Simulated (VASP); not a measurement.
# MnHg (Pm-3m) in VASP: single point with PBE

Aim: the single point of MnHg with PBE.

Everything below comes from runs of VASP 6.6.1. Logs are shortened: lines on timing, memory, paths and dates and some standing lists are left out, and cuts for length are marked.

**1. The cell of the first run**

The structure is cubic, space group Pm-3m (No. 221). Conventional cell: a = 3.315 Å, b = 3.315 Å, c = 3.315 Å, α = 90.00°, β = 90.00°, γ = 90.00°. Within 3.8 Å of Mn (site symmetry m-3m) lie 8 Hg at 2.87 Å and 6 Mn at 3.31 to 3.32 Å. Hg (site symmetry m-3m) has 8 Mn at 2.87 Å and 6 Hg at 3.31 Å within 3.8 Å.

**2. Single point, PBE, collinear spin, ferromagnetic start**

The input, INCAR:

```
SYSTEM = MnHg
ALGO = Normal ; EDIFF = 1E-6
ENCUT = 520 ; GGA = PE
ISIF = 2 ; ISMEAR = -1
ISPIN = 2 ; LASPH = .TRUE.
LCHARG = .TRUE. ; LELF = .TRUE.
LMAXMIX = 4 ; LORBIT = 11
LREAL = .FALSE. ; LVHAR = .TRUE.
LWAVE = .FALSE. ; MAGMOM = 4 0
NBANDS = 24 ; NELM = 150
PREC = Accurate ; SIGMA = 0.05
```

The input, KPOINTS:

```
k-points
0
G
  10 10 10
  0 0 0
```

The input, POSCAR:

```
MnHg
1.0
    3.3150000000      0.0000000000      0.0000000000
    0.0000000000      3.3150000000      0.0000000000
    0.0000000000      0.0000000000      3.3150000000
Mn Hg
1 1
Direct
    0.5000000000      0.5000000000      0.5000000000
    0.0000000000      0.0000000000      0.0000000000
```

Potentials or basis: VASP PAW PBE potentials, release 64 (Mn_pv, Hg).

Run with:

```bash
$ cat potpaw_PBE.64/Mn_pv/POTCAR potpaw_PBE.64/Hg/POTCAR > POTCAR
$ mpirun -np 1 vasp_std > vasp.out
```

OUTCAR:

```text
SYSTEM = MnHg
   EDIFF = 1E-6
   ENCUT = 520
   GGA = PE
   ISIF = 2
   ISMEAR = -1
   ISPIN = 2
   LASPH = .TRUE.
   LORBIT = 11
   LREAL = .FALSE.
   NELM = 150
   PREC = Accurate

 ion  position               nearest neighbor table
   1  0.500  0.500  0.500-   2 2.87   2 2.87   2 2.87   2 2.87   2 2.87   2 2.87   2 2.87   2 2.87

   2  0.000  0.000  0.000-   1 2.87   1 2.87   1 2.87   1 2.87   1 2.87   1 2.87   1 2.87   1 2.87

  LATTYP: Found a simple cubic cell.
 ALAT       =     3.3150000000

  Lattice vectors:

 A1 = (   3.3150000000,   0.0000000000,   0.0000000000)
 A2 = (   0.0000000000,   3.3150000000,   0.0000000000)
 A3 = (   0.0000000000,   0.0000000000,   3.3150000000)

Analysis of symmetry for initial positions (statically):
=====================================================================
 Subroutine PRICEL returns:
 Original cell was already a primitive cell.

 Routine SETGRP: Setting up the symmetry group for a
 simple cubic supercell.

 Subroutine GETGRP returns: Found 48 space group operations
 (whereof 48 operations were pure point group operations)
 out of a pool of 48 trial point group operations.

The static configuration has the point symmetry O_h .

Analysis of symmetry for dynamics (positions and initial velocities):
=====================================================================
 Subroutine PRICEL returns:
 Original cell was already a primitive cell.

 Routine SETGRP: Setting up the symmetry group for a
 simple cubic supercell.

 Subroutine GETGRP returns: Found 48 space group operations
 (whereof 48 operations were pure point group operations)
 out of a pool of 48 trial point group operations.

The dynamic configuration has the point symmetry O_h .

Analysis of structural, dynamic, and magnetic symmetry:
=====================================================================
 Subroutine PRICEL returns:
 Original cell was already a primitive cell.

 Routine SETGRP: Setting up the symmetry group for a
 simple cubic supercell.

 Subroutine GETGRP returns: Found 48 space group operations
 (whereof 48 operations were pure point group operations)
 out of a pool of 48 trial point group operations.

The overall configuration has the point symmetry O_h .

 Subroutine INISYM returns: Found 48 space group operations
 (whereof 48 operations are pure point group operations),
 and found     1 'primitive' translations

----------------------------------------------------------------------------------------

                                     Primitive cell

  volume of cell :      36.4293

[... 107 lines left out ...]
     AMIX     =   0.40;   BMIX     =  1.00
     AMIX_MAG =   1.60;   BMIX_MAG =  1.00
  volume/ion in A,a.u.               =      18.21       122.92
  Fermi-wavevector in a.u.,A,eV,Ry     =   1.444014  2.728790 28.370534  2.085175
  Thomas-Fermi vector in A             =   2.562356
   LORBIT       =     11    0 simple, 1 ext, 2 COOP (PROOUT), +10 PAW based schemes
   GGA     = PE    functional components
   LHFCALC =     F    Hartree Fock is set to
   AEXX    =    0.0000 exact exchange contribution
   IVDW    =     0    specifies the selected vdW correction
   LEPSILON=     F    determine dielectric tensor
   LRPA    =     F    only Hartree local field effects (RPA)
 spin polarized calculation
  energy-cutoff  :      520.00
  volume of cell :       36.43
 maximum number of plane-waves:       996
 NGX is ok and might be reduce to    28
   NGX = 13   NGY = 13   NGZ = 13

 number of electron      25.0000011 magnetization       3.9125199

 Free energy of the ion-electron system (eV)
  ---------------------------------------------------
  ext. energy  EPLUGINS =         0.00000000
  ---------------------------------------------------
  free energy    TOTEN  =        -8.49715016 eV

  energy without entropy =       -8.48162733  energy(sigma->0) =       -8.48938874

 E-fermi :   5.5456     XC(G=0): -11.6834

 val. band max:        5.5330875223   @ k =   0.4000   0.0000   0.0000
 cond. band min:       5.5468065536   @ k =   0.4000   0.2000   0.2000
 fundamental gap:      0.0137190313
 Fermi energy:         5.5455813519

 spin component 1

 k-point     1 :       0.0000    0.0000    0.0000
  band No.  band energies     occupation
      1     -44.6423      1.00000
      2     -44.6423      1.00000
      3     -44.6423      1.00000
      4      -4.1207      1.00000
      5      -2.7332      1.00000
      6      -2.7332      1.00000
[... 637 lines left out ...]
     23      22.1804      0.00000
     24      22.9317      0.00000

 [... further k-points ...]

 spin component 2

 k-point     1 :       0.0000    0.0000    0.0000
  band No.  band energies     occupation
      1     -40.5958      1.00000
      2     -40.5958      1.00000
      3     -40.5958      1.00000
      4      -3.9041      1.00000
      5      -2.7154      1.00000
      6      -2.7154      1.00000
[... 637 lines left out ...]
     23      22.4776      0.00000
     24      23.6022      0.00000

 [... further k-points ...]
[... 5 lines left out ...]
  --------------------------------------------------------------------------------------
  -------------------------------------------------------------------------------------
  Total        0.2034130      0.2034130      0.2034130      0.0000000      0.0000000     -0.0000000
  in kB        8.9462009      8.9462009      8.9462009      0.0000000      0.0000000     -0.0000000
  external PRESSURE =       8.9462009 kB  Pullay stress =       0.0000000 kB

 VOLUME and BASIS-vectors are now :
 -----------------------------------------------------------------------------
  energy-cutoff  :      520.00
  volume of cell :       36.43
      direct lattice vectors                 reciprocal lattice vectors
     3.315000000  0.000000000  0.000000000     0.301659125  0.000000000  0.000000000
     0.000000000  3.315000000  0.000000000     0.000000000  0.301659125  0.000000000
     0.000000000  0.000000000  3.315000000     0.000000000  0.000000000  0.301659125

 POSITION                                       TOTAL-FORCE (eV/Angst)
 -----------------------------------------------------------------------------------
      1.65750      1.65750      1.65750         0.000000      0.000000      0.000000
      0.00000      0.00000      0.00000         0.000000      0.000000      0.000000
 -----------------------------------------------------------------------------------
    total drift:                                0.000000      0.000000      0.000000

  FREE ENERGIE OF THE ION-ELECTRON SYSTEM (eV)
  ---------------------------------------------------
  free  energy   TOTEN  =        -8.4971501629 eV

  energy  without entropy=       -8.4816273250  energy(sigma->0) =       -8.48938874

 total charge

# of ion       s       p       d       tot
------------------------------------------
    1        0.251   6.173   4.977  11.402
    2        0.816   0.517   9.256  10.590
--------------------------------------------------
tot          1.067   6.691  14.233  21.991

 magnetization (x)

# of ion       s       p       d       tot
------------------------------------------
    1        0.028   0.016   3.780   3.824
    2       -0.043  -0.059   0.047  -0.055
--------------------------------------------------
tot         -0.015  -0.043   3.828   3.770
```

stdout:

```text
POSCAR found type information on POSCAR MnHg
 POSCAR found :  2 types and       2 ions
 scaLAPACK will be used
 LDA part: xc-table for (Slater+PW92), standard interpolation
 POSCAR, INCAR and KPOINTS ok, starting setup
 FFT: planning ... GRIDC
 FFT: planning ... GRID_SOFT
 FFT: planning ... GRID
 WAVECAR not read
 entering main loop
```

Run time: 1.7 min. Hardware: 1 thread of Intel Xeon Platinum 8259CL at 2.50GHz (Skylake/Cascade Lake), shared host; peak memory 0.22 GiB.

What came out:

```yaml
Free_energy: -8.4972 eV
Pressure: 0.9 GPa
Net_moment: 3.91 μB per cell
Site_moments: Mn +3.82; Hg -0.06 μB
Valence_electrons_inside_the_program's_atomic_spheres: Mn 11.40; Hg 10.59
```

Caveat: spin-orbit coupling is left out, which moves the levels of the heavy elements.
